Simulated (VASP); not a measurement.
# Si (P1) in VASP: single point with r2SCAN

Aim: the single point of Si with r2SCAN.

All numbers are computed with VASP 6.6.1; they aren't measurements. Logs are shortened: lines on timing, memory, paths and dates and some standing lists are left out, and cuts for length are marked.

## 1. The cell of the first run

The typed cell holds 12 atoms: a = 5.691 Å, b = 5.691 Å, c = 12.686 Å, α = 90.00°, β = 90.01°, γ = 140.67°.

## 2. Single point, r2SCAN

Input file POSCAR:

```
Si
1.0
    1.9152939565     -5.3590092284     -0.0002484414
    1.9153720759      5.3590396092      0.0000994348
   -0.0004987126      0.0004150585     12.6857999101
Si
12
Direct
    0.7570053552      0.2424637952      0.9450778523
    0.2424267658      0.7571150735      0.0549319839
    0.7575816750      0.2428713436      0.5549394818
    0.2429256226      0.7574877987      0.4450773897
    0.4288037912      0.5714533267      0.1572671726
    0.5711293630      0.4286146265      0.8427313647
    0.4286071815      0.5711626863      0.3427289155
    0.5714895544      0.4288010822      0.6572684009
    0.9711407948      0.0286056695      0.9094198610
    0.0287798134      0.9714674325      0.0905741868
    0.9715058846      0.0287731567      0.5905674300
    0.0286041985      0.9711840085      0.4094159610
```

Input file INCAR.step1:

```
PREC = Accurate
ENCUT = 520
ISMEAR = 0
SIGMA = 0.05
LREAL = False
LASPH = True
NELM = 60
NBANDS = 36
GGA = PE
ALGO = Normal
EDIFF = 1E-4
LWAVE = True
LCHARG = False
```

Input file INCAR.step2:

```
PREC = Accurate
ENCUT = 520
EDIFF = 1E-6
ISMEAR = 0
SIGMA = 0.05
LREAL = False
LASPH = True
NELM = 60
ALGO = Normal
ISIF = 2
LWAVE = False
LCHARG = False
METAGGA = R2SCAN
LMIXTAU = True
NBANDS = 36
ISTART = 1
```

Input file KPOINTS:

```
Automatic mesh
0
Gamma
  8 8 2
```

Potentials or basis: VASP PAW PBE potentials, release 64 (Si).

On the command line:

```sh
$ cat potpaw_PBE.64/Si/POTCAR > POTCAR
$ cp INCAR.step1 INCAR
$ mpirun -np 1 vasp_std > vasp.out
$ cp INCAR.step2 INCAR
$ mpirun -np 1 vasp_std > vasp.out
```

OUTCAR:

```text
PREC = Accurate
   ENCUT = 520
   EDIFF = 1E-6
   ISMEAR = 0
   LREAL = False
   LASPH = True
   NELM = 60
   ISIF = 2
   METAGGA = R2SCAN
   ISTART = 1

 ion  position               nearest neighbor table
   1  0.757  0.242  0.945-   9 2.34   2 2.37   2 2.37   6 2.38
   2  0.242  0.757  0.055-  10 2.34   1 2.37   1 2.37   5 2.38
   3  0.758  0.243  0.555-  11 2.34   4 2.37   4 2.37   8 2.38
   4  0.243  0.757  0.445-  12 2.34   3 2.37   3 2.37   7 2.38
   5  0.429  0.571  0.157-  10 2.35  10 2.35   7 2.35   2 2.38
   6  0.571  0.429  0.843-   9 2.35   9 2.35   8 2.35   1 2.38
   7  0.429  0.571  0.343-  12 2.35  12 2.35   5 2.35   4 2.38
   8  0.571  0.429  0.657-  11 2.35  11 2.35   6 2.35   3 2.38
   9  0.971  0.029  0.909-   1 2.34   6 2.35   6 2.35  10 2.38
  10  0.029  0.971  0.091-   2 2.34   5 2.35   5 2.35   9 2.38
  11  0.972  0.029  0.591-   3 2.34   8 2.35   8 2.35  12 2.38
  12  0.029  0.971  0.409-   4 2.34   7 2.35   7 2.35  11 2.38

  LATTYP: Found a simple monoclinic cell.
 ALAT       =     7.8572632069
 B/A-ratio  =     1.6145316241
 C/A-ratio  =     1.6767657124
 COS(beta)  =    -0.9801393100

  Lattice vectors:

 A1 = (   5.7460381083,   5.3590699900,  -0.0000495718)
 A2 = (  -0.0004987126,   0.0004150585,  12.6857999101)
 A3 = (  -7.6614101842, -10.7181095992,  -0.0000498630)

Analysis of symmetry for initial positions (statically):
=====================================================================
 Subroutine PRICEL returns:
 Original cell was already a primitive cell.

 Routine SETGRP: Setting up the symmetry group for a
 simple monoclinic supercell.

 Subroutine GETGRP returns: Found  1 space group operations
 (whereof  1 operations were pure point group operations)
 out of a pool of  4 trial point group operations.

The static configuration has the point symmetry C_1 .

Analysis of symmetry for dynamics (positions and initial velocities):
=====================================================================
 Subroutine PRICEL returns:
 Original cell was already a primitive cell.

 Routine SETGRP: Setting up the symmetry group for a
 simple monoclinic supercell.

 Subroutine GETGRP returns: Found  1 space group operations
 (whereof  1 operations were pure point group operations)
 out of a pool of  4 trial point group operations.

The dynamic configuration has the point symmetry C_1 .

[... 145 lines left out ...]
   POTIM  = 0.5000    time-step for ionic-motion
   TEBEG  =    0.0;   TEEND  =   0.0 temperature during run
   PSTRESS=    0.0 pullay stress
   NELECT =      48.0000    total number of electrons
   NUPDOWN=      -1.0000    fix difference up-down
   EMIN   =  10.00;   EMAX   =-10.00  energy-range for DOS
   EFERMI =   0.00;   METHOD = LEGACY
   ISMEAR =     0;   SIGMA  =   0.05  broadening in eV -4-tet -1-fermi 0-gaus
   EFERMI_NEDOS =   21; number of points for ismear=-14 and -15
   IALGO  =     38    algorithm
   IMIX   =      4    mixing-type and parameters
     AMIX     =   0.40;   BMIX     =  1.00
     AMIX_MAG =   1.60;   BMIX_MAG =  1.00
  volume/ion in A,a.u.               =      21.70       146.45
  Fermi-wavevector in a.u.,A,eV,Ry     =   0.931671  1.760603 11.810007  0.868011
  Thomas-Fermi vector in A             =   2.058189
   LORBIT       =      0    0 simple, 1 ext, 2 COOP (PROOUT), +10 PAW based schemes
   METAGGA = R2SCAN    functional components
   LHFCALC =     F    Hartree Fock is set to
   AEXX    =    0.0000 exact exchange contribution
   IVDW    =     0    specifies the selected vdW correction
   LEPSILON=     F    determine dielectric tensor
   LRPA    =     F    only Hartree local field effects (RPA)
 non-spin polarized calculation
 Gauss-broadening in eV      SIGMA  =   0.05
  energy-cutoff  :      520.00
  volume of cell :      260.42
 maximum number of plane-waves:      7042
   NGX = 21   NGY = 21   NGZ = 47

 number of electron      48.0000000 magnetization

 Free energy of the ion-electron system (eV)
  ---------------------------------------------------
  ext. energy  EPLUGINS =         0.00000000
  ---------------------------------------------------
  free energy    TOTEN  =      -103.96312287 eV

  energy without entropy =     -103.96312287  energy(sigma->0) =     -103.96312287

 E-fermi :   5.2827     XC(G=0):  -9.3606

 val. band max:        5.0252867546   @ k =   0.5000   0.5000   0.0000
 cond. band min:       5.7310118759   @ k =  -0.3750   0.3750   0.0000
 fundamental gap:      0.7057251213
 Fermi energy:         5.2827083748

 k-point     1 :       0.0000    0.0000    0.0000
  band No.  band energies     occupation
      1      -7.6251      2.00000
      2      -7.2723      2.00000
      3      -5.9940      2.00000
      4      -4.6058      2.00000
      5      -4.0419      2.00000
      6      -3.2150      2.00000
[... 925 lines left out ...]
     35       9.4017      0.00000
     36       9.4380      0.00000

 [... further k-points ...]

------------------------ aborting loop because EDIFF is reached ----------------------------------------

  FORCE on cell =-STRESS in cart. coord.  units (eV):
  Direction    XX          YY          ZZ          XY          YZ          ZX
  --------------------------------------------------------------------------------------
  -------------------------------------------------------------------------------------
  Total       -0.3042990     -0.3968860     -0.3051555     -0.0015469     -0.0022961      0.0019912
  in kB       -1.8721181     -2.4417349     -1.8773872     -0.0095170     -0.0141261      0.0122506
  external PRESSURE =      -2.0637467 kB  Pullay stress =       0.0000000 kB

 VOLUME and BASIS-vectors are now :
 -----------------------------------------------------------------------------
  energy-cutoff  :      520.00
  volume of cell :      260.42
      direct lattice vectors                 reciprocal lattice vectors
     1.915293957 -5.359009228 -0.000248441     0.261051950 -0.093302467  0.000013315
     1.915372076  5.359039609  0.000099435     0.261050470  0.093298661  0.000007210
    -0.000498713  0.000415059 12.685799910     0.000003066 -0.000002559  0.078828297

 POSITION                                       TOTAL-FORCE (eV/Angst)
 -----------------------------------------------------------------------------------
      1.91382     -2.75703     11.98890         0.000789     -0.002409      0.006605
      1.91445      2.75827      0.69687         0.000875      0.002583     -0.006595
      1.91590     -2.75810      7.03969         0.000068     -0.002812     -0.007310
      1.91592      2.75775      5.64618        -0.001424      0.002807      0.006764
      1.91575      0.76454      1.99501        -0.000579     -0.001916     -0.000589
      1.91442     -0.76337     10.69062         0.000175      0.001047      0.000889
      1.91473      0.76412      4.34774         0.000446     -0.000612      0.000887
      1.91556     -0.76438      8.33788        -0.000218      0.002023     -0.000421
      1.91436     -5.05068     11.53648         0.000833     -0.002925      0.002202
      1.91580      5.05194      1.14910        -0.001486      0.002562     -0.002704
      1.91554     -5.05187      7.49158        -0.000939     -0.001593     -0.002446
      1.91476      5.05149      5.19386         0.001459      0.001244      0.002717
 -----------------------------------------------------------------------------------
    total drift:                               -0.000001      0.000000      0.000005

  FREE ENERGIE OF THE ION-ELECTRON SYSTEM (eV)
  ---------------------------------------------------
  free  energy   TOTEN  =      -103.9631228706 eV

  energy  without entropy=     -103.9631228706  energy(sigma->0) =     -103.96312287
```

OUTCAR.step1:

```text
PREC = Accurate
   ENCUT = 520
   ISMEAR = 0
   LREAL = False
   LASPH = True
[... 1217 lines left out ...]
      1.91436     -5.05068     11.53648         0.000809     -0.006744     -0.023301
      1.91580      5.05194      1.14910        -0.001193      0.006409      0.022841
      1.91554     -5.05187      7.49158        -0.000899     -0.005510      0.023087
      1.91476      5.05149      5.19386         0.001204      0.005136     -0.022862
 -----------------------------------------------------------------------------------
    total drift:                                0.000001     -0.000001     -0.000000

  FREE ENERGIE OF THE ION-ELECTRON SYSTEM (eV)
  ---------------------------------------------------
  free  energy   TOTEN  =       -63.9993045843 eV

  energy  without entropy=      -63.9993045843  energy(sigma->0) =      -63.99930458
```

Wall time 61 min (1 thread of Oxide Virtual Turin-like, shared host); peak memory 0.67 GiB.

What came out:

- Free energy: -103.9631 eV
- Pressure: -0.2 GPa
- Largest force: 0.008 eV/Å
- Band gap on the k mesh: 0.71 eV (least direct gap 0.78 eV)

Forces on the atoms (eV/Å):
```
Si   0.001 -0.002  0.007
Si   0.001  0.003 -0.007
Si   0.000 -0.003 -0.007
Si  -0.001  0.003  0.007
Si  -0.001 -0.002 -0.001
Si   0.000  0.001  0.001
Si   0.000 -0.001  0.001
Si   0.000  0.002  0.000
Si   0.001 -0.003  0.002
Si  -0.001  0.003 -0.003
Si  -0.001 -0.002 -0.002
Si   0.001  0.001  0.003
```

Levels at points of the mesh, in eV from the valence-band top:
| k point | band 22 | band 23 | band 24 | band 25 | band 26 | band 27 |
| --- | --- | --- | --- | --- | --- | --- |
| (0.00, 0.00, 0.00) | -1.03 | -0.57 | -0.48 | 0.83 | 1.52 | 1.55 |
| (0.50, 0.00, 0.00) | -2.13 | -2.09 | -1.29 | 1.43 | 1.58 | 1.70 |
| (0.00, 0.50, 0.00) | -2.13 | -2.09 | -1.29 | 1.43 | 1.58 | 1.70 |
| (0.50, 0.50, 0.00) | -0.81 | -0.43 | 0.00 | 0.78 | 0.94 | 1.82 |
| (0.00, 0.00, 0.50) | -1.11 | -0.94 | -0.94 | 1.28 | 1.28 | 1.71 |
| (0.50, 0.00, 0.50) | -2.09 | -1.71 | -1.71 | 1.64 | 1.64 | 2.14 |
| (0.00, 0.50, 0.50) | -2.09 | -1.71 | -1.71 | 1.64 | 1.64 | 2.14 |
| (0.50, 0.50, 0.50) | -1.15 | -0.13 | -0.13 | 0.74 | 0.74 | 1.97 |

Caveat: semilocal functionals underestimate gaps, and a narrow one can read as zero; the PAW data sets were made with another functional, which shifts forces and pressure a little.
